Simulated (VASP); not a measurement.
Input of a VASP 6.6.1 run:

INCAR

```
SYSTEM = H3CCl
ALGO     = Normal         ! electronic algorithm
EDIFF    = 1E-6           ! SCF threshold, eV
ENCUT    = 520            ! plane-wave cutoff, eV
GGA      = PE             ! functional
ISIF     = 2              ! what is computed and relaxed
ISMEAR   = -1             ! smearing method
IVDW     = 12             ! dispersion correction
LASPH    = .TRUE.         ! aspherical terms in the spheres
LCHARG   = .FALSE.        ! write CHGCAR
LREAL    = Auto         
LWAVE    = .FALSE.        ! write WAVECAR
NBANDS   = 82             ! bands
NELM     = 80             ! most SCF steps
PREC     = Accurate       ! precision mode
SIGMA    = 0.05           ! smearing width, eV
```

File KPOINTS:

```
k-points
0
G
  1 1 1
  0 0 0
```

The input POSCAR:

```
H3CCl
1.0
    8.3815160000      0.0000000000      0.0000000000
    0.0000000000      8.3815160000      0.0000000000
    0.0000000000      0.0000000000      8.3815160000
C Cl H
8 8 24
Direct
    0.2314733832      0.8570143164      0.7929191235
    0.6487249634      0.6573594173      0.0269729420
    0.2755068485      0.3834550488      0.6057085869
    0.1148075214      0.3460612944      0.1511691546
    0.8686530998      0.1139074006      0.7266697904
    0.7759778561      0.6588988719      0.4761155836
    0.5370970324      0.0607266877      0.2619286353
    0.0900315682      0.8558712520      0.1946976414
    0.3654284490      1.0097854247      0.8628449482
    0.4754884007      0.6162558103      0.1459348335
    0.4523537970      0.4603953709      0.7019667531
   -0.0144140797      0.2801124119      0.3091507853
    0.8061792239      0.1468643046      0.9303710319
    0.8639605287      0.6231681340      0.6685885227
    0.5205876537      0.0336578793      0.4735146904
    0.1646981461      0.7612202998      0.3710461758
    0.1145662220      0.8758010108      0.8482495743
    0.2216924783      0.8672634199      0.6627413788
    0.2821716524      0.7410510514      0.8254919504
    0.7304241859      0.7300204226      0.0991958734
    0.7040284355      0.5440916872     -0.0074739866
    0.6113951144      0.7235825046     -0.0788063919
    0.2489496616      0.4591128279      0.5018449844
    0.3006769183      0.2595623056      0.5712308332
    0.1753718142      0.3887298615      0.6905544387
    0.2382730386      0.3342099943      0.1912357659
    0.0909998043      0.2711705051      0.0471060037
    0.0867363408      0.4709383272      0.1260186434
    0.8581397274     -0.0140138154      0.7015231070
    0.7894229834      0.1834382149      0.6487306623
    0.9925175738      0.1533336363      0.7157659727
    0.6483156538      0.6351068297      0.4847130461
    0.7978982438      0.7835984327      0.4446567830
    0.8330674389      0.5781169342      0.3912594215
    0.5133334151      0.1864913021      0.2348656950
    0.6587889385      0.0294880602      0.2250530794
    0.4501396959     -0.0176630382      0.2036426849
    0.1886875444      0.8637717485      0.1091742766
   -0.0070786925      0.7828984305      0.1466135945
    0.0467201189      0.9747589219      0.2268055107
```

Potentials or basis: VASP PAW PBE potentials, release 64 (C, Cl, H).

Command:

```console
$ cat potpaw_PBE.64/C/POTCAR potpaw_PBE.64/Cl/POTCAR potpaw_PBE.64/H/POTCAR > POTCAR
$ mpirun -np 1 vasp_gam > vasp.out
```

Question: What does it give for the dispersion energy per atom?

Answer: -0.054 eV.

Question: Estimate the largest force.

Answer: 0.342 eV/Å.

Forces in eV/Å, atoms in the order of the input:
```
C    0.050  0.089 -0.068
C   -0.011 -0.043  0.126
C    0.026  0.091  0.077
C   -0.106 -0.040  0.122
C   -0.211  0.049  0.093
C    0.079  0.016  0.125
C   -0.013 -0.013  0.003
C    0.138 -0.076  0.025
Cl  -0.069 -0.095 -0.087
Cl   0.129  0.039 -0.074
Cl  -0.299 -0.131 -0.103
Cl   0.062  0.031 -0.088
Cl   0.117 -0.060 -0.277
Cl  -0.056  0.022 -0.140
Cl  -0.002  0.005 -0.066
Cl  -0.085  0.052 -0.090
H    0.055 -0.031 -0.015
H    0.024  0.020  0.097
H   -0.036  0.014  0.007
H   -0.073 -0.074 -0.076
H   -0.043  0.041  0.040
H   -0.013  0.031 -0.019
H    0.085 -0.164  0.159
H   -0.030  0.167 -0.012
H    0.210  0.035 -0.103
H    0.010  0.007 -0.004
H    0.024  0.000 -0.010
H    0.030  0.016  0.010
H   -0.011  0.108  0.024
H    0.117 -0.101  0.132
H   -0.004  0.014 -0.006
H   -0.054 -0.021  0.038
H   -0.010 -0.008  0.014
H    0.027 -0.037 -0.008
H    0.020 -0.098 -0.004
H   -0.102  0.039  0.027
H    0.099  0.076  0.053
H   -0.082 -0.008  0.074
H    0.017  0.015 -0.002
H   -0.008  0.023  0.004
```

Caveat: the k points lie up to 0.75 Å⁻¹ apart.
